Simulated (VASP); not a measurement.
# BiAs (zincblende type) (F-43m) in VASP: electric field gradients with PBE

Aim: the electric field gradients of BiAs (zincblende type) with PBE.

Everything below comes from runs of VASP 6.6.1. Logs are shortened: lines on timing, memory, paths and dates and some standing lists are left out, and cuts for length are marked.

## Step 1: The cell of the first run

The structure is cubic, space group F-43m (No. 216). The conventional cell has a = 6.706 Å, b = 6.706 Å, c = 6.706 Å, α = 90.00°, β = 90.00°, γ = 90.00°. As (site symmetry -43m) has 4 Bi at 2.90 Å within 3.8 Å. Bi (site symmetry -43m) has 4 As at 2.90 Å within 3.8 Å.

## Step 2: Electric field gradients, PBE

The input, INCAR:

```
PREC = Accurate
ENCUT = 520
EDIFF = 1E-8
ISMEAR = -1
SIGMA = 0.05
LREAL = F
LASPH = T
NELM = 60
ALGO = Normal
ISIF = 2
LWAVE = F
LCHARG = F
GGA = PE
LEFG = T
NBANDS = 17
```

The input, KPOINTS:

```
Automatic mesh
0
Gamma
  14 14 14
```

The input, POSCAR:

```
BiAs
1.0
    0.0000000000      3.3531471192      3.3531471192
    3.3531471192      0.0000000000      3.3531471192
    3.3531471192      3.3531471192      0.0000000000
As Bi
1 1
Direct
    0.0000000000      0.0000000000      0.0000000000
    0.2500000000      0.2500000000      0.2500000000
```

Potentials or basis: VASP PAW PBE potentials, release 64 (As, Bi_d).

Started as:

```sh
$ cat potpaw_PBE.64/As/POTCAR potpaw_PBE.64/Bi_d/POTCAR > POTCAR
$ mpirun -np 1 vasp_std > vasp.out
```

OUTCAR:

```text
PREC = Accurate
   ENCUT = 520
   EDIFF = 1E-8
   ISMEAR = -1
   LREAL = F
   LASPH = T
   NELM = 60
   ISIF = 2
   GGA = PE

 ion  position               nearest neighbor table
   1  0.000  0.000  0.000-   2 2.90   2 2.90   2 2.90   2 2.90
   2  0.250  0.250  0.250-   1 2.90   1 2.90   1 2.90   1 2.90

  LATTYP: Found a face centered cubic cell.
 ALAT       =     6.7062942384

  Lattice vectors:

 A1 = (   0.0000000000,   3.3531471192,   3.3531471192)
 A2 = (   3.3531471192,   0.0000000000,   3.3531471192)
 A3 = (   3.3531471192,   3.3531471192,   0.0000000000)

Analysis of symmetry for initial positions (statically):
=====================================================================
 Subroutine PRICEL returns:
 Original cell was already a primitive cell.

 Routine SETGRP: Setting up the symmetry group for a
 face centered cubic supercell.

 Subroutine GETGRP returns: Found 24 space group operations
 (whereof 24 operations were pure point group operations)
 out of a pool of 48 trial point group operations.

The static configuration has the point symmetry T_d .

Analysis of symmetry for dynamics (positions and initial velocities):
=====================================================================
 Subroutine PRICEL returns:
 Original cell was already a primitive cell.

 Routine SETGRP: Setting up the symmetry group for a
 face centered cubic supercell.

 Subroutine GETGRP returns: Found 24 space group operations
 (whereof 24 operations were pure point group operations)
 out of a pool of 48 trial point group operations.

The dynamic configuration has the point symmetry T_d .

 Subroutine INISYM returns: Found 24 space group operations
 (whereof 24 operations are pure point group operations),
 and found     1 'primitive' translations

----------------------------------------------------------------------------------------

                                     Primitive cell

  volume of cell :      75.4029

  direct lattice vectors                    reciprocal lattice vectors
     0.000000000  3.353147119  3.353147119    -0.149113648  0.149113648  0.149113648
     3.353147119  0.000000000  3.353147119     0.149113648 -0.149113648  0.149113648
     3.353147119  3.353147119  0.000000000     0.149113648  0.149113648 -0.149113648

  length of vectors
     4.742066133  4.742066133  4.742066133     0.258272415  0.258272415  0.258272415

  position of ions in fractional coordinates (direct lattice)
     0.000000000  0.000000000  0.000000000
     0.250000000  0.250000000  0.250000000

  ion indices of the primitive-cell ions
   primitive index   ion index
                 1           1
                 2           2

----------------------------------------------------------------------------------------

 KPOINTS: Automatic mesh

Automatic generation of k-mesh.
 Grid dimensions read from file:
 generate k-points for:   14   14   14

 Generating k-lattice:

  Cartesian coordinates                     Fractional coordinates (reciprocal lattice)
    -0.010650975  0.010650975  0.010650975     0.071428571  0.000000000  0.000000000
     0.010650975 -0.010650975  0.010650975     0.000000000  0.071428571  0.000000000
     0.010650975  0.010650975 -0.010650975     0.000000000  0.000000000  0.071428571

  Length of vectors
     0.018448030  0.018448030  0.018448030

  Shift w.r.t. Gamma in fractional coordinates (k-lattice)
     0.000000000  0.000000000  0.000000000

 Subroutine IBZKPT returns following result:
 ===========================================

 Found    104 irreducible k-points:

 Following reciprocal coordinates:
            Coordinates               Weight
  0.000000  0.000000  0.000000      1.000000
  0.071429  0.000000  0.000000      8.000000
  0.142857  0.000000  0.000000      8.000000
  0.214286  0.000000  0.000000      8.000000
  0.285714  0.000000  0.000000      8.000000
  0.357143  0.000000  0.000000      8.000000
[... 16 lines left out ...]
  0.214286  0.142857  0.000000     24.000000
  0.285714  0.142857  0.000000     24.000000
 [... further k-points ...]
   k-points           NKPTS =    104   k-points in BZ     NKDIM =    104   number of bands    NBANDS=     17
   number of dos      NEDOS =    301   number of ions     NIONS =      2
   total plane-waves  NPLWV =  46656
   dimension x,y,z NGX =    36 NGY =   36 NGZ =   36
   dimension x,y,z NGXF=    72 NGYF=   72 NGZF=   72
   ions per type =               1   1
   NGX,Y,Z   is equivalent  to a cutoff of  12.62, 12.62, 12.62 a.u.
   NGXF,Y,Z  is equivalent  to a cutoff of  25.24, 25.24, 25.24 a.u.
 SYSTEM =  unknown system
   PREC   = accura    normal or accurate (medium, high low for compatibility)
   ISTART =      0    job   : 0-new  1-cont  2-samecut
   ICHARG =      2    charge: 1-file 2-atom 10-const
   ISPIN  =      1    spin polarized calculation?
   LNONCOLLINEAR =      F non collinear calculations
   LSORBIT =      F    spin-orbit coupling
   LASPH  =      T    aspherical Exc in radial PAW
   ENCUT  =  520.0 eV  38.22 Ry    6.18 a.u.   8.82  8.82  8.82*2*pi/ulx,y,z
   NELM   =     60;   NELMIN=  2; NELMDL= -5     # of ELM steps
   EDIFF  = 0.1E-07   stopping-criterion for ELM
   LREAL  =      F    real-space projection
   EDIFFG = 0.1E-06   stopping-criterion for IOM
   NSW    =      0    number of steps for IOM
   IBRION =     -1    ionic relax: 0-MD 1-quasi-New 2-CG
   NFREE  =      0    steps in history (QN), initial steepest desc. (CG)
   ISIF   =      2    stress and relaxation
   ISYM   =      2    0-nonsym 1-usesym 2-fastsym
   POTIM  = 0.5000    time-step for ionic-motion
   TEBEG  =    0.0;   TEEND  =   0.0 temperature during run
   PSTRESS=    0.0 pullay stress
   NELECT =      20.0000    total number of electrons
   NUPDOWN=      -1.0000    fix difference up-down
   EMIN   =  10.00;   EMAX   =-10.00  energy-range for DOS
   EFERMI =   0.00;   METHOD = LEGACY
   ISMEAR =    -1;   SIGMA  =   0.05  broadening in eV -4-tet -1-fermi 0-gaus
   EFERMI_NEDOS =   21; number of points for ismear=-14 and -15
   IALGO  =     38    algorithm
   IMIX   =      4    mixing-type and parameters
     AMIX     =   0.40;   BMIX     =  1.00
     AMIX_MAG =   1.60;   BMIX_MAG =  1.00
  volume/ion in A,a.u.               =      37.70       254.42
  Fermi-wavevector in a.u.,A,eV,Ry     =   1.051854  1.987716 15.053449  1.106397
  Thomas-Fermi vector in A             =   2.186914
   LORBIT       =      0    0 simple, 1 ext, 2 COOP (PROOUT), +10 PAW based schemes
   GGA     = PE    functional components
   LHFCALC =     F    Hartree Fock is set to
   AEXX    =    0.0000 exact exchange contribution
   IVDW    =     0    specifies the selected vdW correction
   LEPSILON=     F    determine dielectric tensor
   LRPA    =     F    only Hartree local field effects (RPA)
 non-spin polarized calculation
  energy-cutoff  :      520.00
  volume of cell :       75.40
 maximum number of plane-waves:      2085
   NGX = 17   NGY = 17   NGZ = 17

 number of electron      20.0000008 magnetization

 Free energy of the ion-electron system (eV)
  ---------------------------------------------------
  ext. energy  EPLUGINS =         0.00000000
  ---------------------------------------------------
  free energy    TOTEN  =        -8.15069929 eV

  energy without entropy =       -8.14414802  energy(sigma->0) =       -8.14742365

 E-fermi :   3.4134     XC(G=0):  -8.2275

 val. band max:        3.4120117545   @ k =  -0.4286   0.4286   0.1429
 cond. band min:       3.4536606784   @ k =  -0.2857   0.4286   0.1429
 fundamental gap:      0.0416489239
 Fermi energy:         3.4133689322

 k-point     1 :       0.0000    0.0000    0.0000
  band No.  band energies     occupation
      1     -19.5255      2.00000
      2     -19.5255      2.00000
      3     -19.5255      2.00000
      4     -19.5084      2.00000
      5     -19.5084      2.00000
      6      -9.4174      2.00000
[... 9 lines left out ...]
     16      10.9555      0.00000
     17      11.8070      0.00000

 k-point     2 :       0.0714    0.0000    0.0000
  band No.  band energies     occupation
      1     -19.5256      2.00000
      2     -19.5253      2.00000
      3     -19.5253      2.00000
      4     -19.5084      2.00000
      5     -19.5084      2.00000
      6      -9.3810      2.00000
[... 9 lines left out ...]
     16      10.6578      0.00000
     17      11.6049      0.00000

 k-point     3 :       0.1429    0.0000    0.0000
  band No.  band energies     occupation
      1     -19.5258      2.00000
      2     -19.5246      2.00000
      3     -19.5246      2.00000
      4     -19.5083      2.00000
      5     -19.5083      2.00000
      6      -9.2736      2.00000
[... 9 lines left out ...]
     16      10.2954      0.00000
     17      11.2681      0.00000

 k-point     4 :       0.2143    0.0000    0.0000
  band No.  band energies     occupation
      1     -19.5263      2.00000
      2     -19.5238      2.00000
      3     -19.5238      2.00000
      4     -19.5082      2.00000
      5     -19.5082      2.00000
      6      -9.1017      2.00000
[... 9 lines left out ...]
     16      10.1145      0.00000
     17      11.1490      0.00000

 k-point     5 :       0.2857    0.0000    0.0000
  band No.  band energies     occupation
      1     -19.5267      2.00000
      2     -19.5230      2.00000
      3     -19.5230      2.00000
      4     -19.5079      2.00000
      5     -19.5079      2.00000
      6      -8.8795      2.00000
[... 9 lines left out ...]
     16      10.1709      0.00000
     17      11.4326      0.00000

 k-point     6 :       0.3571    0.0000    0.0000
  band No.  band energies     occupation
      1     -19.5271      2.00000
      2     -19.5223      2.00000
      3     -19.5223      2.00000
      4     -19.5076      2.00000
      5     -19.5076      2.00000
      6      -8.6357      2.00000
[... 9 lines left out ...]
     16      10.4693      0.00000
     17      11.5454      0.00000
[... 281 lines left out ...]
 k-point    21 :      -0.0714    0.0714    0.0000
  band No.  band energies     occupation
      1     -19.5258      2.00000
      2     -19.5250      2.00000
      3     -19.5246      2.00000
      4     -19.5085      2.00000
      5     -19.5082      2.00000
      6      -9.3207      2.00000
[... 9 lines left out ...]
     16      10.5284      0.00000
     17      11.9071      0.00000

 k-point    22 :       0.1429    0.1429    0.0000
  band No.  band energies     occupation
      1     -19.5270      2.00000
      2     -19.5238      2.00000
      3     -19.5238      2.00000
      4     -19.5088      2.00000
      5     -19.5078      2.00000
      6      -9.2235      2.00000
[... 9 lines left out ...]
     16      11.1617      0.00000
     17      12.2994      0.00000

 k-point    23 :       0.2143    0.1429    0.0000
  band No.  band energies     occupation
      1     -19.5276      2.00000
      2     -19.5230      2.00000
      3     -19.5229      2.00000
      4     -19.5090      2.00000
      5     -19.5075      2.00000
      6      -9.0935      2.00000
[... 9 lines left out ...]
     16      11.0947      0.00000
     17      12.1765      0.00000

 k-point    24 :       0.2857    0.1429    0.0000
  band No.  band energies     occupation
      1     -19.5280      2.00000
      2     -19.5223      2.00000
      3     -19.5220      2.00000
      4     -19.5090      2.00000
      5     -19.5073      2.00000
      6      -8.9029      2.00000
[... 9 lines left out ...]
     16      11.0384      0.00000
     17      12.0588      0.00000

 [... further k-points ...]

------------------------ aborting loop because EDIFF is reached ----------------------------------------

  FORCE on cell =-STRESS in cart. coord.  units (eV):
  Direction    XX          YY          ZZ          XY          YZ          ZX
  --------------------------------------------------------------------------------------
  -------------------------------------------------------------------------------------
  Total        0.0047351      0.0047351      0.0047351     -0.0000000      0.0000000     -0.0000000
  in kB        0.1006132      0.1006132      0.1006132     -0.0000000      0.0000000     -0.0000000
  external PRESSURE =       0.1006132 kB  Pullay stress =       0.0000000 kB

 VOLUME and BASIS-vectors are now :
 -----------------------------------------------------------------------------
  energy-cutoff  :      520.00
  volume of cell :       75.40
      direct lattice vectors                 reciprocal lattice vectors
     0.000000000  3.353147119  3.353147119    -0.149113648  0.149113648  0.149113648
     3.353147119  0.000000000  3.353147119     0.149113648 -0.149113648  0.149113648
     3.353147119  3.353147119  0.000000000     0.149113648  0.149113648 -0.149113648

 POSITION                                       TOTAL-FORCE (eV/Angst)
 -----------------------------------------------------------------------------------
      0.00000      0.00000      0.00000         0.000000      0.000000     -0.000000
      1.67657      1.67657      1.67657        -0.000000     -0.000000      0.000000
 -----------------------------------------------------------------------------------
    total drift:                                0.000000      0.000000      0.000000

  FREE ENERGIE OF THE ION-ELECTRON SYSTEM (eV)
  ---------------------------------------------------
  free  energy   TOTEN  =        -8.1506992869 eV

  energy  without entropy=       -8.1441480228  energy(sigma->0) =       -8.14742365

 Electric field gradients (V/A^2)
---------------------------------------------------------------------
 ion       V_xx      V_yy      V_zz      V_xy      V_xz      V_yz
---------------------------------------------------------------------
   1      -0.000    -0.000     0.000     0.000     0.000     0.000
   2      -0.000     0.000     0.000     0.002     0.002     0.002
---------------------------------------------------------------------

 Electric field gradients after diagonalization (V/A^2)
 (convention: |V_zz| > |V_xx| > |V_yy|)
----------------------------------------------------------------------
 ion       V_xx      V_yy      V_zz     asymmetry (V_yy - V_xx)/ V_zz
----------------------------------------------------------------------
   1      -0.000    -0.000     0.000       0.000
   2      -0.002    -0.002     0.004       0.000
----------------------------------------------------------------------

           NMR quadrupolar parameters

 Cq : quadrupolar parameter    Cq=e*Q*V_zz/h
 eta: asymmetry parameters     (V_yy - V_xx)/ V_zz
 Q  : nuclear electric quadrupole moment in mb (millibarn)
----------------------------------------------------------------------
 ion       Cq(MHz)       eta       Q (mb)
----------------------------------------------------------------------
   1       0.000       0.000       1.000
   2       0.000       0.000       1.000
----------------------------------------------------------------------
```

It took 2 min on 1 thread of Oxide Virtual Turin-like, shared host; peak memory 0.26 GiB.

Results:

| Property | Result |
| --- | --- |
| Free energy | -8.1507 eV |
| Pressure | 0.0 GPa |
| Band gap on the k mesh | zero (bands 10 and 11 overlap by 0.78 eV) |
| Largest electric field gradient by atom | under 0.05 V/Å² on every atom |

Levels at points of the mesh, in eV from the Fermi level:
```csv
k point,band 8,band 9,band 10,band 11,band 12,band 13
"(0.00, 0.00, 0.00)",-1.55,-1.55,-1.55,0.95,0.95,0.95
"(0.50, 0.00, 0.00)",-2.49,-2.38,-2.38,2.03,2.03,4.02
"(0.50, 0.50, 0.00)",-3.30,-3.30,-0.50,-0.37,4.64,4.64
```

Caveat: spin-orbit coupling is left out, which moves the levels of the heavy elements.

The gap in the log of VASP goes by the Fermi energy; the results here count the filled bands.